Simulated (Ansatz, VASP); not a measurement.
## La in VASP and in Ansatz

```xyz
1
Lattice="3.3269 0.0000 0.0000 0.0000 3.3269 0.0000 0.0000 0.0000 3.3269" Properties=species:S:1:pos:R:3 pbc="T T T"
La    0.0000    0.0000    0.0000
```

Alike in both runs: functional PBE; k mesh 9 × 9 × 9; occupations fermi-dirac, width 0.1 eV; no spin polarisation.

Ansatz relaxed the structure, and its values are those at the end. VASP's run is a single point on that final structure, the one shown.

|  | VASP | Ansatz |
| --- | --- | --- |
| version | VASP 6.6.1 | Ansatz 0.2.0 |
| potentials or method | VASP PAW PBE potentials, release 64 (La), cutoff 520 eV | plane waves (420 eV) with PAW, scalar-relativistic |
| valence electrons in the cell | 11 | 11 |

|  | VASP | Ansatz | Ansatz less VASP |
| --- | --- | --- | --- |
| pressure (GPa) | 0.0 | 0.0 | -0.03 |

The functional is the same, so the differences come from potentials, cutoffs and numerics.

Neither program's run includes spin-orbit coupling.
